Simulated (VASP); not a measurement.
# KI in VASP: further runs, part 2 of 2

VASP 6.6.1. Earlier steps stand in the parts before.

### 3 Single point, LDA (atom 1 moved by [-0.01, -0.01, -0.01] A)

File INCAR:

```
SYSTEM = KI
  ALGO = Normal
  EDIFF = 1E-7
  ENCUT = 520
  GGA = CA
  ISIF = 2
  ISMEAR = 0
  LASPH = .TRUE.
  LCHARG = .FALSE.
  LREAL = .FALSE.
  LWAVE = .FALSE.
  NBANDS = 15
  NELM = 100
  PREC = Accurate
  SIGMA = 0.01
```

File KPOINTS:

```
k-points
0
G
  6 6 6
  0 0 0
```

File POSCAR:

```
KI
1.0
    0.0000000000      3.4114761627      3.4114761627
    3.4114761627      0.0000000000      3.4114761627
    3.4114761627      3.4114761627      0.0000000000
K I
1 1
Direct
   -0.0014656412     -0.0014656412     -0.0014656412
    0.5000000000      0.5000000000      0.5000000000
```

Potentials or basis: VASP PAW LDA potentials, release 64 (K_sv, I).

Run with:

```console
$ cat potpaw_LDA.64/K_sv/POTCAR potpaw_LDA.64/I/POTCAR > POTCAR
$ mpirun -np 1 vasp_std > vasp.out
```

It took 44 s on 1 thread of Intel Xeon Platinum 8488C (Sapphire Rapids), shared host; peak memory 0.19 GiB.

It converged, with:

```yaml
Free_energy: -6.1659 eV
Pressure: 0.0 GPa
Largest_force: 0.025 eV/Å
Band_gap_on_the_k_mesh: 3.87 eV, direct
```

Forces on the atoms (eV/Å):
```
K    0.015  0.015  0.015
I   -0.015 -0.015 -0.015
```

Levels at points of the mesh, in eV from the valence-band top:
| k point | band 4 | band 5 | band 6 | band 7 | band 8 | band 9 | band 10 | band 11 | band 12 | band 13 |
| --- | --- | --- | --- | --- | --- | --- | --- | --- | --- | --- |
| (0.00, 0.00, 0.00) | -11.72 | -10.75 | 0.00 | 0.00 | 0.00 | 3.87 | 6.22 | 6.22 | 6.22 | 7.05 |
| (0.50, 0.00, 0.00) | -11.73 | -10.25 | -1.65 | -0.46 | -0.45 | 5.36 | 7.72 | 8.18 | 8.18 | 8.63 |
| (0.50, 0.50, 0.50) | -11.73 | -10.25 | -1.65 | -0.46 | -0.46 | 5.36 | 7.72 | 8.18 | 8.18 | 8.63 |
| (0.50, 0.50, 0.00) | -11.76 | -10.55 | -1.21 | -0.44 | -0.44 | 4.49 | 5.73 | 8.04 | 8.84 | 9.04 |

Caveat: the cell differs from its parent crystal (atom 1 moved by [-0.01, -0.01, -0.01] A); spin-orbit coupling is left out, which moves the levels of the heavy elements.

### 4 Relaxation of the atoms, LDA (equal xy, yz and zx engineering shears of -0.5 %)

File INCAR:

```
PREC = Accurate
ENCUT = 520
EDIFF = 1E-7
ISMEAR = 0
SIGMA = 0.01
LREAL = F
LASPH = T
NELM = 80
ALGO = Normal
ISIF = 2
LWAVE = F
LCHARG = F
GGA = CA
IBRION = 2
NSW = 50
EDIFFG = -0.002
```

File KPOINTS:

```
regular mesh
0
Gamma
  6 6 6
```

File POSCAR:

```
KI
1.0
   -0.0170573808      3.4029474723      3.4029474723
    3.4029474723     -0.0170573808      3.4029474723
    3.4029474723      3.4029474723     -0.0170573808
K I
1 1
Direct
    0.0000000000      0.0000000000      0.0000000000
    0.5000000000      0.5000000000      0.5000000000
```

Run with:

```console
$ cat potpaw_LDA.64/K_sv/POTCAR potpaw_LDA.64/I/POTCAR > POTCAR
$ mpirun -np 1 vasp_std > vasp.out
```

Run time: 32 s. Hardware: 1 thread of Intel Xeon Platinum 8488C (Sapphire Rapids), shared host; peak memory 0.19 GiB.

Results (log left out):

| Item | Value |
| --- | --- |
| Free energy | -6.1661 eV |
| Pressure after relaxing | 0.0 GPa |
| Band gap on the k mesh | 3.86 eV, direct |

Final structure:
```cif
data_structure
_symmetry_space_group_name_H-M 'P 1'
_symmetry_Int_Tables_number 1
_cell_length_a 4.8125
_cell_length_b 4.8125
_cell_length_c 4.8125
_cell_angle_alpha 60.331
_cell_angle_beta 60.331
_cell_angle_gamma 60.331
_cell_volume 79.41
loop_
_atom_site_label
_atom_site_type_symbol
_atom_site_fract_x
_atom_site_fract_y
_atom_site_fract_z
_atom_site_occupancy
K1 K 0.00000 0.00000 0.00000 1
I1 I 0.50000 0.50000 0.50000 1
```

Levels at points of the mesh, in eV from the valence-band top:
```tsv
k point	band 4	band 5	band 6	band 7	band 8	band 9	band 10	band 11	band 12
(0.00, 0.00, 0.00)	-11.74	-10.76	-0.02	-0.02	0.00	3.86	6.18	6.18	6.24
(0.50, 0.00, 0.00)	-11.74	-10.27	-1.67	-0.47	-0.46	5.35	7.70	8.15	8.20
(0.50, 0.50, 0.00)	-11.77	-10.56	-1.22	-0.47	-0.45	4.48	5.71	8.03	8.83
(0.50, 0.50, 0.50)	-11.74	-10.27	-1.66	-0.48	-0.48	5.33	7.72	8.14	8.14
```

Caveat: the cell differs from its parent crystal (equal xy, yz and zx engineering shears of -0.5 %); the relaxation stopped at its first step, so nothing moved; spin-orbit coupling is left out, which moves the levels of the heavy elements.

### 5 Relaxation of the atoms, LDA (equal xy, yz and zx engineering shears of +0.5 %)

File INCAR:

```
  ALGO = Normal
  EDIFF = 1E-6
  EDIFFG = -0.002
  ENCUT = 520
  IBRION = 2
  ISIF = 2
  ISMEAR = 0
  LASPH = T
  LCHARG = F
  LREAL = F
  LWAVE = F
  NELM = 60
  NSW = 50
  PREC = Accurate
  SIGMA = 0.01
```

File KPOINTS:

```
k-points
0
Gamma
  6 6 6
```

File POSCAR:

```
KI
1.0
    0.0170573808      3.4200048531      3.4200048531
    3.4200048531      0.0170573808      3.4200048531
    3.4200048531      3.4200048531      0.0170573808
K I
1 1
Direct
    0.0000000000      0.0000000000      0.0000000000
    0.5000000000      0.5000000000      0.5000000000
```

Potentials or basis: VASP PAW LDA potentials, release 64 (K_sv, I).

Run with:

```console
$ cat potpaw_LDA.64/K_sv/POTCAR potpaw_LDA.64/I/POTCAR > POTCAR
$ mpirun -np 1 vasp_std > vasp.out
```

OUTCAR:

```text
EDIFF = 1E-6
   EDIFFG = -0.002
   ENCUT = 520
   IBRION = 2
   ISIF = 2
   ISMEAR = 0
   LASPH = T
   LREAL = F
   NELM = 60
   NSW = 50
   PREC = Accurate

 ion  position               nearest neighbor table
   1  0.000  0.000  0.000-   2 3.41   2 3.41   2 3.41   2 3.41   2 3.41   2 3.41
   2  0.500  0.500  0.500-   1 3.41   1 3.41   1 3.41   1 3.41   1 3.41   1 3.41

  LATTYP: Found a trigonal (rhomboedric) cell.
 ALAT       =     4.8366473248
 COS(alpha) =     0.5049812503

  Lattice vectors:

 A1 = (   0.0170573808,   3.4200048531,   3.4200048531)
[... 540 lines left out ...]
      9       5.3125      0.00000
     10       6.3803      0.00000
     11       7.3125      0.00000
     12       8.4208      0.00000

 [... further k-points ...]
[... 5 lines left out ...]
  --------------------------------------------------------------------------------------
  -------------------------------------------------------------------------------------
  Total        0.0111476      0.0111476      0.0111476     -0.0088413     -0.0088413     -0.0088413
  in kB        0.2249283      0.2249283      0.2249283     -0.1783928     -0.1783928     -0.1783928
  external PRESSURE =       0.2249283 kB  Pullay stress =       0.0000000 kB

 VOLUME and BASIS-vectors are now :
 -----------------------------------------------------------------------------
  energy-cutoff  :      520.00
  volume of cell :       79.41
      direct lattice vectors                 reciprocal lattice vectors
     0.017057381  3.420004853  3.420004853    -0.147296949  0.146565947  0.146565947
     3.420004853  0.017057381  3.420004853     0.146565947 -0.147296949  0.146565947
     3.420004853  3.420004853  0.017057381     0.146565947  0.146565947 -0.147296949

 POSITION                                       TOTAL-FORCE (eV/Angst)
 -----------------------------------------------------------------------------------
      0.00000      0.00000      0.00000        -0.000000      0.000000      0.000000
      3.42853      3.42853      3.42853         0.000000     -0.000000     -0.000000
 -----------------------------------------------------------------------------------
    total drift:                                0.000000      0.000000      0.000000

  FREE ENERGIE OF THE ION-ELECTRON SYSTEM (eV)
  ---------------------------------------------------
  free  energy   TOTEN  =        -6.1660902729 eV

  energy  without entropy=       -6.1660902729  energy(sigma->0) =       -6.16609027

 reached required accuracy - stopping structural energy minimisation
```

OSZICAR:

```text
N       E                     dE             d eps       ncg     rms          rms(c)
DAV:   1     0.963421974330E+02    0.96342E+02   -0.67488E+03   768   0.116E+03
DAV:   2     0.272056718308E+00   -0.96070E+02   -0.88995E+02   892   0.270E+02
DAV:   3    -0.591554507108E+01   -0.61876E+01   -0.61520E+01   972   0.589E+01
DAV:   4    -0.625150079231E+01   -0.33596E+00   -0.33559E+00  1436   0.131E+01
DAV:   5    -0.625318837980E+01   -0.16876E-02   -0.16875E-02   984   0.924E-01    0.404E+00
DAV:   6    -0.617910256752E+01    0.74086E-01   -0.94377E-02   944   0.224E+00    0.278E+00
DAV:   7    -0.616613292197E+01    0.12970E-01   -0.10093E-01   948   0.206E+00    0.815E-01
DAV:   8    -0.616610125964E+01    0.31662E-04   -0.15952E-02   948   0.108E+00    0.208E-01
DAV:   9    -0.616605676419E+01    0.44495E-04   -0.48302E-04  1040   0.164E-01    0.796E-02
DAV:  10    -0.616609478492E+01   -0.38021E-04   -0.15499E-04   988   0.670E-02    0.667E-02
DAV:  11    -0.616609036401E+01    0.44209E-05   -0.49991E-05   964   0.466E-02    0.547E-03
DAV:  12    -0.616609027292E+01    0.91088E-07   -0.20034E-06   960   0.141E-02
   1 F= -.61660903E+01 E0= -.61660903E+01  d E =-.616609E+01
```

CONTCAR:

```text
KI
   1.00000000000000
     0.0170573808000000    3.4200048531000000    3.4200048531000000
     3.4200048531000000    0.0170573808000000    3.4200048531000000
     3.4200048531000000    3.4200048531000000    0.0170573808000000
  K               I
     1     1
Direct
     0.0000000000000000    0.0000000000000000    0.0000000000000000
     0.5000000000000000    0.5000000000000000    0.5000000000000000

  0.00000000E+00  0.00000000E+00  0.00000000E+00
  0.00000000E+00  0.00000000E+00  0.00000000E+00
```

Wall time 39 s (1 thread of Oxide Virtual Turin-like, shared host); peak memory 0.15 GiB.

What came out:

```yaml
Free_energy: -6.1661 eV
Pressure_after_relaxing: 0.0 GPa
Band_gap_on_the_k_mesh: 3.87 eV, direct
```

Final structure:
```
K I
1.0
     0.01706    3.42000    3.42000
     3.42000    0.01706    3.42000
     3.42000    3.42000    0.01706
K I
1 1
Cartesian
  0.0000 0.0000 0.0000
  3.4285 3.4285 3.4285
```

Caveat: the cell differs from its parent crystal (equal xy, yz and zx engineering shears of +0.5 %); the relaxation stopped at its first step, so nothing moved; spin-orbit coupling is left out, which moves the levels of the heavy elements.

### 6 The runs side by side

```tsv
task	cell	gap on the mesh (eV)	pressure (GPa)
single point	a = 4.825 Å, angles 60.0°, 2 atoms	3.87	0.0
relaxation of the atoms	atoms relaxed from a = 4.813 Å, angles 60.3°, 2 atoms	3.86	0.0
relaxation of the atoms	atoms relaxed from a = 4.837 Å, angles 59.7°, 2 atoms	3.87	0.0
```

Alike in all rows: level LDA; potentials or basis VASP PAW LDA potentials, release 64 (K_sv, I); no spin polarisation; k mesh 6 × 6 × 6; cutoff (eV) 520; smearing gaussian 0.01 eV.

Caveats: spin-orbit coupling is left out, which moves the levels of the heavy elements; the relaxation stopped at its first step, so nothing moved (some runs).

Total energies depend on the potentials used, so only differences within one code and one set of settings carry meaning.
